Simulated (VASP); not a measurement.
Runs of VASP 6.6.1 on PbS. The structure is that of space group Fm-3m (No. 225), or close to it. The cells are those of the table. 

| level | potentials or basis | cell | gap on the mesh (eV) | pressure (GPa) |
| --- | --- | --- | --- | --- |
| PBE | VASP PAW PBE potentials, release 64 (Pb_d, S) | a = 4.305 Å, angles 60.0°, 2 atoms | 0.62 | (a) |
| PBE | VASP PAW PBE potentials, release 64 (Pb_d, S) | a = 4.346 Å, angles 60.0°, 2 atoms | 0.70 | -3.2 |
| LDA | VASP PAW LDA potentials, release 64 (Pb_d, S) | a = 4.249 Å, angles 60.0°, 2 atoms | 0.34 | -4.5 |
| PBE | VASP PAW PBE potentials, release 64 (Pb_d, S) | a = 4.223 Å, angles 60.0°, 2 atoms | 0.44 | 1.0 |
| PBE | VASP PAW PBE potentials, release 64 (Pb_d, S) | a = 4.192 Å, angles 60.0°, 2 atoms | 0.36 | 2.3 |
| PBE | VASP PAW PBE potentials, release 64 (Pb_d, S) | a = 4.170 Å, angles 60.0°, 2 atoms | (b) | 3.3 |
| PBE | VASP PAW PBE potentials, release 64 (Pb_d, S) | a = 4.249 Å, angles 60.0°, 2 atoms | 0.50 | -0.1 |
| PBE | VASP PAW PBE potentials, release 64 (Pb_d, S) | a = 4.386 Å, angles 60.0°, 2 atoms | 0.76 | -4.2 |

Alike in all rows: task single point; no spin polarisation; k mesh 10 × 10 × 10; cutoff (eV) 520; smearing gaussian 0.05 eV.

Task: Estimate the missing entries.

Result: (a) -2.0; (b) 0.30.

Caveats: spin-orbit coupling is left out, which moves the levels of the heavy elements.

A k mesh can miss the band edges, and the runs leave out spin-orbit coupling on Pb.
